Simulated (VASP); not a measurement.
## Li2H: single point with PBE

The system is Li2H.

```xyz
3
Lattice="2.6611 0.0000 0.0000 0.0000 2.6611 0.0000 0.0000 0.0000 4.6532" Properties=species:S:1:pos:R:3 pbc="T T T"
Li    1.3306    1.3306    0.9992
Li    1.3306    1.3306    3.6540
H     0.0000    0.0000    2.3266
```

```
Program             : VASP 6.6.1
Task                : single point
Functional          : PBE
Potentials or basis : VASP PAW PBE potentials, release 64 (Li_sv, H)
Cutoff              : 520 eV
k mesh              : 6 × 6 × 4
Occupations         : gaussian, width 0.1 eV
Spin                : no spin polarisation
```

| Quantity | Value |
| --- | --- |
| Largest force | 2.057 eV/Å |

Forces on the atoms (eV/Å):
```
Li   0.000  0.000  2.057
Li   0.000  0.000 -2.057
H    0.000  0.000  0.000
```

Levels at points of the mesh, in eV from the Fermi level:
```tsv
k point	band 1	band 2	band 3	band 4	band 5	band 6	band 7
(0.00, 0.00, 0.00)	-46.95	-46.77	-6.34	-1.51	3.16	11.02	11.40
(0.50, 0.00, 0.00)	-46.92	-46.75	-4.12	1.72	2.65	3.32	4.19
(0.50, 0.50, 0.00)	-46.89	-46.72	-0.78	2.26	2.26	6.83	8.19
(0.00, 0.00, 0.50)	-46.94	-46.78	-6.02	-2.80	6.87	9.36	11.54
(0.50, 0.00, 0.50)	-46.91	-46.76	-3.52	-0.38	2.10	2.80	9.33
(0.50, 0.50, 0.50)	-46.88	-46.73	-0.60	3.61	3.61	4.38	4.38
```

It took 4.5 s on 1 thread of Intel(R) Xeon(R) 6975P-C (Granite Rapids) (shared host), peak memory 0.13 GiB.

Caveat: the k points lie up to 0.39 Å⁻¹ apart; forces of over 1 eV/Å act on the atoms, so gaps and moduli don't describe the material at rest.
